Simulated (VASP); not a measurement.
# NbSi2 (P6_222) in VASP: relaxation of cell and atoms with PBE

Aim: the relaxation of cell and atoms of NbSi2 with PBE.

Program: VASP 6.6.1. These are calculated values, not measurements. Logs are shortened: lines on timing, memory, paths and dates and some standing lists are left out, and cuts for length are marked.

## Step 1: The cell of the first run

The structure is hexagonal, space group P6_222 (No. 180). Conventional cell: a = 4.819 Å, b = 4.819 Å, c = 6.592 Å, α = 90.00°, β = 90.00°, γ = 120.00°. Within 3.5 Å of Nb (site symmetry 222) lie 10 Si at 2.62 to 2.84 Å and 4 Nb at 3.26 Å. Within 3.4 Å of Si (site symmetry 2) lie 9 Si at 2.57 to 3.33 Å and 5 Nb at 2.62 to 2.84 Å.

## Step 2: Relaxation of cell and atoms, PBE

File INCAR:

```
SYSTEM = NbSi2
ALGO     = Normal         ! electronic algorithm
EDIFF    = 1E-7           ! SCF threshold, eV
EDIFFG   = -0.02          ! ionic threshold
ENCUT    = 600            ! plane-wave cutoff, eV
GGA      = PE             ! functional
IBRION   = 2              ! ionic algorithm
ISIF     = 3              ! what is computed and relaxed
ISMEAR   = 0              ! smearing method
LASPH    = .TRUE.         ! aspherical terms in the spheres
LCHARG   = .FALSE.        ! write CHGCAR
LREAL    = .FALSE.        ! projectors in reciprocal space
LWAVE    = .FALSE.        ! write WAVECAR
NELM     = 100            ! most SCF steps
NSW      = 70             ! ionic steps
PREC     = Accurate       ! precision mode
SIGMA    = 0.1            ! smearing width, eV
```

File KPOINTS:

```
k-points
0
G
  12 12 6
  0 0 0
```

File POSCAR:

```
NbSi2
1.0
    4.8190020000      0.0000000000      0.0000000000
   -2.4095010000      4.1733780000      0.0000000000
    0.0000000000      0.0000000000      6.5920000000
Nb Si
3 6
Direct
    0.5000000000      0.0000000000      0.5000000000
    0.5000000000      0.5000000000      0.8333330000
    0.0000000000      0.5000000000      0.1666670000
    0.1599000000      0.3198000000      0.5000000000
    0.8401000000      0.1599000000      0.8333330000
    0.6802000000      0.8401000000      0.1666670000
    0.8401000000      0.6802000000      0.5000000000
    0.1599000000      0.8401000000      0.8333330000
    0.3198000000      0.1599000000      0.1666670000
```

Potentials or basis: VASP PAW PBE potentials, release 64 (Nb_sv, Si).

Command:

```console
$ cat potpaw_PBE.64/Nb_sv/POTCAR potpaw_PBE.64/Si/POTCAR > POTCAR
$ mpirun -np 1 vasp_std > vasp.out
```

OUTCAR:

```text
SYSTEM = NbSi2
   EDIFF = 1E-7
   EDIFFG = -0.02
   ENCUT = 600
   GGA = PE
   IBRION = 2
   ISIF = 3
   ISMEAR = 0
   LASPH = .TRUE.
   LREAL = .FALSE.
   NELM = 100
   NSW = 70
   PREC = Accurate

 ion  position               nearest neighbor table
   1  0.500  0.000  0.500-   5 2.62   6 2.62   8 2.62   9 2.62   7 2.75   4 2.75   4 2.75   7 2.75
                             4 2.84   7 2.84
   2  0.500  0.500  0.833-   4 2.62   7 2.62   6 2.62   9 2.62   5 2.75   8 2.75   8 2.75   5 2.75
                             8 2.84   5 2.84
   3  0.000  0.500  0.167-   4 2.62   7 2.62   5 2.62   8 2.62   9 2.75   6 2.75   9 2.75   6 2.75
                             6 2.84   9 2.84
   4  0.160  0.320  0.500-   5 2.57   9 2.57   2 2.62   3 2.62   7 2.67   1 2.75   1 2.75   1 2.84
                             7 2.84   7 2.84
   5  0.840  0.160  0.833-   4 2.57   6 2.57   1 2.62   3 2.62   8 2.67   2 2.75   2 2.75   2 2.84
                             8 2.84   8 2.84
   6  0.680  0.840  0.167-   7 2.57   5 2.57   1 2.62   2 2.62   9 2.67   3 2.75   3 2.75   3 2.84
                             9 2.84   9 2.84
   7  0.840  0.680  0.500-   6 2.57   8 2.57   2 2.62   3 2.62   4 2.67   1 2.75   1 2.75   1 2.84
                             4 2.84   4 2.84
   8  0.160  0.840  0.833-   7 2.57   9 2.57   1 2.62   3 2.62   5 2.67   2 2.75   2 2.75   2 2.84
                             5 2.84   5 2.84
   9  0.320  0.160  0.167-   4 2.57   8 2.57   1 2.62   2 2.62   6 2.67   3 2.75   3 2.75   3 2.84
                             6 2.84   6 2.84

  LATTYP: Found a hexagonal cell.
 ALAT       =     4.8190020000
 C/A-ratio  =     1.3679180876

  Lattice vectors:

 A1 = (   4.8190020000,   0.0000000000,   0.0000000000)
 A2 = (  -2.4095010000,   4.1733780000,   0.0000000000)
 A3 = (   0.0000000000,   0.0000000000,   6.5920000000)

Analysis of symmetry for initial positions (statically):
=====================================================================
 Subroutine PRICEL returns:
 Original cell was already a primitive cell.

 Routine SETGRP: Setting up the symmetry group for a
 hexagonal supercell.

 Subroutine GETGRP returns: Found 12 space group operations
 (whereof  4 operations were pure point group operations)
 out of a pool of 24 trial point group operations.

The static configuration has the point symmetry D_2 .
 The point group associated with its full space group is D_6 .

Analysis of symmetry for dynamics (positions and initial velocities):
=====================================================================
 Subroutine PRICEL returns:
 Original cell was already a primitive cell.

 Routine SETGRP: Setting up the symmetry group for a
 hexagonal supercell.

 Subroutine GETGRP returns: Found 12 space group operations
 (whereof  4 operations were pure point group operations)
 out of a pool of 24 trial point group operations.

The dynamic configuration has the point symmetry D_2 .
 The point group associated with its full space group is D_6 .

 Subroutine INISYM returns: Found 12 space group operations
 (whereof  4 operations are pure point group operations),
 and found     1 'primitive' translations

----------------------------------------------------------------------------------------

                                     Primitive cell

  volume of cell :     132.5751

  direct lattice vectors                    reciprocal lattice vectors
     4.819002000  0.000000000  0.000000000     0.207511846  0.119807024  0.000000000
    -2.409501000  4.173378000  0.000000000     0.000000000  0.239614049  0.000000000
     0.000000000  0.000000000  6.592000000     0.000000000  0.000000000  0.151699029

  length of vectors
     4.819002000  4.819001868  6.592000000     0.239614042  0.239614049  0.151699029

  position of ions in fractional coordinates (direct lattice)
     0.500000000  0.000000000  0.500000000
     0.500000000  0.500000000  0.833333000
     0.000000000  0.500000000  0.166667000
     0.159900000  0.319800000  0.500000000
     0.840100000  0.159900000  0.833333000
     0.680200000  0.840100000  0.166667000
     0.840100000  0.680200000  0.500000000
     0.159900000  0.840100000  0.833333000
     0.319800000  0.159900000  0.166667000

  ion indices of the primitive-cell ions
   primitive index   ion index
                 1           1
                 2           2
                 3           3
                 4           4
                 5           5
                 6           6
                 7           7
                 8           8
                 9           9

----------------------------------------------------------------------------------------

 KPOINTS: k-points

Automatic generation of k-mesh.
 Grid dimensions read from file:
 generate k-points for:   12   12    6

 Generating k-lattice:

  Cartesian coordinates                     Fractional coordinates (reciprocal lattice)
     0.017292654  0.009983919  0.000000000     0.083333333 -0.000000000  0.000000000
     0.000000000  0.019967837  0.000000000     0.000000000  0.083333333  0.000000000
     0.000000000  0.000000000  0.025283172     0.000000000  0.000000000  0.166666667

  Length of vectors
     0.019967837  0.019967837  0.025283172

  Shift w.r.t. Gamma in fractional coordinates (k-lattice)
     0.000000000  0.000000000  0.000000000

 Subroutine IBZKPT returns following result:
 ===========================================

 Found     76 irreducible k-points:

 Following reciprocal coordinates:
            Coordinates               Weight
  0.000000  0.000000  0.000000      1.000000
  0.083333 -0.000000  0.000000      6.000000
  0.166667 -0.000000  0.000000      6.000000
  0.250000 -0.000000  0.000000      6.000000
  0.333333 -0.000000  0.000000      6.000000
  0.416667 -0.000000  0.000000      6.000000
[... 16 lines left out ...]
  0.250000 -0.000000  0.166667     12.000000
  0.333333 -0.000000  0.166667     12.000000
 [... further k-points ...]
   k-points           NKPTS =     76   k-points in BZ     NKDIM =     76   number of bands    NBANDS=     37
   number of dos      NEDOS =    301   number of ions     NIONS =      9
   total plane-waves  NPLWV =  86400
   dimension x,y,z NGX =    40 NGY =   40 NGZ =   54
   dimension x,y,z NGXF=    80 NGYF=   80 NGZF=  108
   ions per type =               3   6
   NGX,Y,Z   is equivalent  to a cutoff of  13.80, 13.80, 13.62 a.u.
   NGXF,Y,Z  is equivalent  to a cutoff of  27.60, 27.60, 27.24 a.u.
 SYSTEM =  NbSi2
   PREC   = accura    normal or accurate (medium, high low for compatibility)
   ISTART =      0    job   : 0-new  1-cont  2-samecut
   ICHARG =      2    charge: 1-file 2-atom 10-const
   ISPIN  =      1    spin polarized calculation?
   LNONCOLLINEAR =      F non collinear calculations
   LSORBIT =      F    spin-orbit coupling
   LASPH  =      T    aspherical Exc in radial PAW
   ENCUT  =  600.0 eV  44.10 Ry    6.64 a.u.   9.62  9.62 13.17*2*pi/ulx,y,z
   NELM   =    100;   NELMIN=  2; NELMDL= -5     # of ELM steps
   EDIFF  = 0.1E-06   stopping-criterion for ELM
   LREAL  =      F    real-space projection
   EDIFFG = -.2E-01   stopping-criterion for IOM
   NSW    =     70    number of steps for IOM
   IBRION =      2    ionic relax: 0-MD 1-quasi-New 2-CG
   NFREE  =      1    steps in history (QN), initial steepest desc. (CG)
   ISIF   =      3    stress and relaxation
   ISYM   =      2    0-nonsym 1-usesym 2-fastsym
   POTIM  = 0.5000    time-step for ionic-motion
   TEBEG  =    0.0;   TEEND  =   0.0 temperature during run
   PSTRESS=    0.0 pullay stress
   NELECT =      63.0000    total number of electrons
   NUPDOWN=      -1.0000    fix difference up-down
   EMIN   =  10.00;   EMAX   =-10.00  energy-range for DOS
   EFERMI =   0.00;   METHOD = LEGACY
   ISMEAR =     0;   SIGMA  =   0.10  broadening in eV -4-tet -1-fermi 0-gaus
   EFERMI_NEDOS =   21; number of points for ismear=-14 and -15
   IALGO  =     38    algorithm
   IMIX   =      4    mixing-type and parameters
     AMIX     =   0.40;   BMIX     =  1.00
     AMIX_MAG =   1.60;   BMIX_MAG =  1.00
  volume/ion in A,a.u.               =      14.73        99.41
  Fermi-wavevector in a.u.,A,eV,Ry     =   1.277520  2.414163 22.205485  1.632057
  Thomas-Fermi vector in A             =   2.410115
   LORBIT       =      0    0 simple, 1 ext, 2 COOP (PROOUT), +10 PAW based schemes
   GGA     = PE    functional components
   LHFCALC =     F    Hartree Fock is set to
   AEXX    =    0.0000 exact exchange contribution
   IVDW    =     0    specifies the selected vdW correction
   LEPSILON=     F    determine dielectric tensor
   LRPA    =     F    only Hartree local field effects (RPA)
 conjugate gradient relaxation of ions
 non-spin polarized calculation
 Gauss-broadening in eV      SIGMA  =   0.10
  energy-cutoff  :      600.00
  volume of cell :      132.58
 maximum number of plane-waves:      4467
 NGX is ok and might be reduce to    40
   NGX = 19   NGY = 19   NGZ = 27

--------------------------------------- Ionic step        1  -------------------------------------------

 number of electron      62.9999998 magnetization

 Free energy of the ion-electron system (eV)
  ---------------------------------------------------
  ext. energy  EPLUGINS =         0.00000000
  ---------------------------------------------------
  free energy    TOTEN  =       -68.22163835 eV

  energy without entropy =      -68.20219122  energy(sigma->0) =      -68.21191479

------------------------ aborting loop because EDIFF is reached ----------------------------------------

  FORCE on cell =-STRESS in cart. coord.  units (eV):
  Direction    XX          YY          ZZ          XY          YZ          ZX
  --------------------------------------------------------------------------------------
  -------------------------------------------------------------------------------------
  Total       -0.4756742     -0.4756741      0.9267860     -0.0000000      0.0000000      0.0000000
  in kB       -5.7485477     -5.7485472     11.2002578     -0.0000000      0.0000000      0.0000000
  external PRESSURE =      -0.0989457 kB  Pullay stress =       0.0000000 kB
[... 157 lines left out ...]
  energy  without entropy=      -68.2054862911  energy(sigma->0) =      -68.21524224

--------------------------------------- Ionic step        5  -------------------------------------------

 number of electron      62.9999998 magnetization

 Free energy of the ion-electron system (eV)
  ---------------------------------------------------
  ext. energy  EPLUGINS =         0.00000000
  ---------------------------------------------------
  free energy    TOTEN  =       -68.22520502 eV

  energy without entropy =      -68.20585854  energy(sigma->0) =      -68.21553178

 E-fermi :  11.3281     XC(G=0): -11.9625

 val. band max:       11.3179655126   @ k =   0.1667  -0.0000   0.3333
 cond. band min:      11.3446334090   @ k =   0.3333   0.1667   0.3333
 fundamental gap:      0.0266678964
 Fermi energy:        11.3281394564

 k-point     1 :       0.0000    0.0000    0.0000
  band No.  band energies     occupation
      1     -43.3238      2.00000
      2     -43.2883      2.00000
      3     -43.2882      2.00000
      4     -19.5566      2.00000
      5     -19.5565      2.00000
      6     -19.5523      2.00000
[... 949 lines left out ...]
     36      13.4958      0.00000
     37      13.7556      0.00000

 [... further k-points ...]

------------------------ aborting loop because EDIFF is reached ----------------------------------------

  FORCE on cell =-STRESS in cart. coord.  units (eV):
  Direction    XX          YY          ZZ          XY          YZ          ZX
  --------------------------------------------------------------------------------------
  -------------------------------------------------------------------------------------
  Total        0.1517590      0.1517590      0.0932048      0.0000000      0.0000000      0.0000000
  in kB        1.8370555      1.8370554      1.1282524      0.0000000      0.0000000      0.0000000
  external PRESSURE =       1.6007878 kB  Pullay stress =       0.0000000 kB
[... 24 lines left out ...]
  FREE ENERGIE OF THE ION-ELECTRON SYSTEM (eV)
  ---------------------------------------------------
  free  energy   TOTEN  =       -68.2252050204 eV

  energy  without entropy=      -68.2058585429  energy(sigma->0) =      -68.21553178

 reached required accuracy - stopping structural energy minimisation
```

Wall time 16 min (1 thread of AMD EPYC 9R45 (Zen 5), shared host); peak memory 0.51 GiB.

What came out:

| Item | Value |
| --- | --- |
| Free energy | -68.2252 eV |
| Relaxed volume | 14.71 Å³/atom |
| Relaxed cell | a = 4.808 Å, b = 4.808 Å, c = 6.612 Å, α = 90.00°, β = 90.00°, γ = 120.00° |
| Space group after relaxing (to 0.1 Å) | P6_222 (No. 180) |
| Energy gained by relaxing | 0.4 meV/atom |
| Ionic steps | 5 |
| Pressure after relaxing | 0.2 GPa |
| Largest force after relaxing | 0.012 eV/Å |
| Band gap on the k mesh | zero (an odd number of electrons rules out a gap without spin polarisation) |

Forces in eV/Å, atoms in the order of the input:
```
Nb   0.000  0.000  0.000
Nb   0.000  0.000  0.000
Nb   0.000  0.000  0.000
Si   0.000 -0.012  0.000
Si   0.010 -0.006  0.000
Si   0.010  0.006  0.000
Si   0.000  0.012  0.000
Si  -0.010  0.006  0.000
Si  -0.010 -0.006  0.000
```

Step by step:
```csv
step,energy change (eV),largest force (eV/Å),pressure (GPa),volume (Å³)
1,0.0000,0.0827,-0.01,132.58
2,-0.0032,0.0120,-0.15,132.56
3,-0.0034,0.0289,-0.12,132.56
4,-0.0034,0.0301,-0.12,132.56
5,-0.0036,0.0121,0.16,132.36
```

Final structure:
```
Nb Si
1.0
     4.80790    0.00000    0.00000
    -2.40395    4.16376    0.00000
     0.00000    0.00000    6.61152
Nb Si
3 6
Direct
  0.50000 0.00000 0.50000
  0.50000 0.50000 0.83333
  0.00000 0.50000 0.16667
  0.15935 0.31871 0.50000
  0.84065 0.15935 0.83333
  0.68129 0.84065 0.16667
  0.84065 0.68129 0.50000
  0.15935 0.84065 0.83333
  0.31871 0.15935 0.16667
```

Levels at points of the mesh, in eV from the Fermi level:
```csv
k point,band 29,band 30,band 31,band 32,band 33,band 34,band 35,band 36
"(0.00, 0.00, 0.00)",-2.13,-1.93,-1.93,-1.04,0.77,3.15,3.20,3.31
"(0.50, 0.00, 0.00)",-1.02,-0.71,-0.12,0.02,0.76,1.19,1.55,1.97
"(0.00, 0.00, 0.50)",-1.54,-1.38,-1.38,0.94,0.94,2.71,2.71,3.19
"(0.50, 0.00, 0.50)",-1.81,-1.66,-0.63,-0.25,1.40,1.78,2.28,2.36
```
